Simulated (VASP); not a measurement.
Set up this calculation in VASP 6.6.1, as the native input.

```yaml
Task: single point
Functional: PBEsol
Potentials_or_basis: VASP PAW PBE potentials, release 64 (Ni)
Cutoff: 520 eV
k_mesh: 15 × 15 × 15
Occupations: fermi-dirac, width 0.05 eV
Spin: collinear spin, ferromagnetic start
Starting_moments: "[0.529] μB"
Dipole_correction: no
Further_INCAR_settings: ALGO = Normal; EDIFF = 1e-07; NBANDS = 15
```

The structure of Ni lies in POSCAR:

```
Ni
1.0
    2.3184568702      0.0000000000      0.0000000000
    0.0000000000      2.3184568702      0.0000000000
    0.0000000000      0.0000000000      2.3184568702
Ni
1
Direct
    0.0000000000      0.0000000000      0.0000000000
```

This cell differs from its parent crystal: volume scaled by 1.04.

The input as run:

INCAR

```
PREC = Accurate
ENCUT = 520
EDIFF = 1E-7
ISMEAR = -1
SIGMA = 0.05
LREAL = F
LASPH = T
NELM = 150
ALGO = Normal
ISIF = 2
LWAVE = F
LCHARG = F
ISPIN = 2
MAGMOM = 0.529
LORBIT = 11
LMAXMIX = 4
GGA = PS
NBANDS = 15
```

KPOINTS

```
regular mesh
0
Gamma
  15 15 15
```

Potentials or basis: VASP PAW PBE potentials, release 64 (Ni).

Run with:

```sh
$ cat potpaw_PBE.64/Ni/POTCAR > POTCAR
$ mpirun -np 1 vasp_std > vasp.out
```

Results of the run:

The pressure is -5.9 GPa, the net moment is 0.52 μB per cell and the site moments are Ni +0.53 μB. The valence electrons inside the program's atomic spheres are Ni 9.27.

Caveat: the PAW data sets were made with another functional, which shifts forces and pressure a little.

Run time: 20 s on 1 thread of AMD EPYC 9R45 96-Core Processor (Zen 5) (shared host), peak memory 0.12 GiB.
